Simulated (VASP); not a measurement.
# PdC: single point with PBE

Crystal: PdC.

```
CELL_PARAMETERS angstrom
1.59891 -4.21875 0.00000
1.59891 4.21875 0.00000
0.00000 0.00000 3.17622
ATOMIC_POSITIONS crystal
Pd 0.85400 0.14600 0.75000
Pd 0.14600 0.85400 0.25000
C 0.55000 0.45000 0.75000
C 0.45000 0.55000 0.25000
```

```json
{"Program": "VASP 6.6.1", "Task": "single point", "Functional": "PBE", "Potentials or basis": "VASP PAW PBE potentials, release 64 (Pd, C)", "Cutoff": "520 eV", "k mesh": "6 × 6 × 6", "Occupations": "gaussian, width 0.1 eV", "Spin": "no spin polarisation", "Dipole correction": "no", "Further INCAR settings": "ALGO = Normal; EDIFF = 1e-06; NBANDS = 22"}
```

The pressure is -0.4 GPa and the largest force is 0.911 eV/Å. The band gap on the k mesh is zero (bands 14 and 15 overlap by 1.20 eV).

Forces on the atoms (eV/Å):
```
Pd   0.000  0.535  0.000
Pd   0.000 -0.535  0.000
C    0.000  0.911  0.000
C    0.000 -0.911  0.000
```

Stress tensor (GPa, compression positive):
```
 14.89   0.00   0.00
  0.00   1.78   0.00
  0.00   0.00 -17.90
```

Levels at points of the mesh, in eV from the Fermi level:
```
           k point  band 10  band 11  band 12  band 13  band 14  band 15  band 16  band 17  band 18  band 19
(0.00, 0.00, 0.00)    -2.92    -2.28    -1.88    -1.56    -0.37     0.59     1.25     2.01     3.81     5.62
(0.50, 0.00, 0.00)    -2.64    -2.20    -2.20    -1.79    -0.51     0.08     0.47     2.95     5.21     7.25
(0.50, 0.50, 0.00)    -2.01    -2.00    -1.95    -1.23    -1.23     0.12     1.85     1.87     3.74     4.42
(0.00, 0.00, 0.50)    -1.93    -1.88    -1.88    -0.99    -0.99     1.88     1.88     2.91     2.91     6.98
(0.50, 0.00, 0.50)    -1.93    -1.62    -1.62    -0.23    -0.23     0.53     0.53     5.20     5.20     7.14
(0.50, 0.50, 0.50)    -3.48    -2.56    -2.56    -1.63    -1.63     2.35     2.35     6.18     6.18     7.32
```

It took 81 s on 1 thread of Intel(R) Xeon(R) Platinum 8488C (Sapphire Rapids) (shared host), peak memory 0.2 GiB.
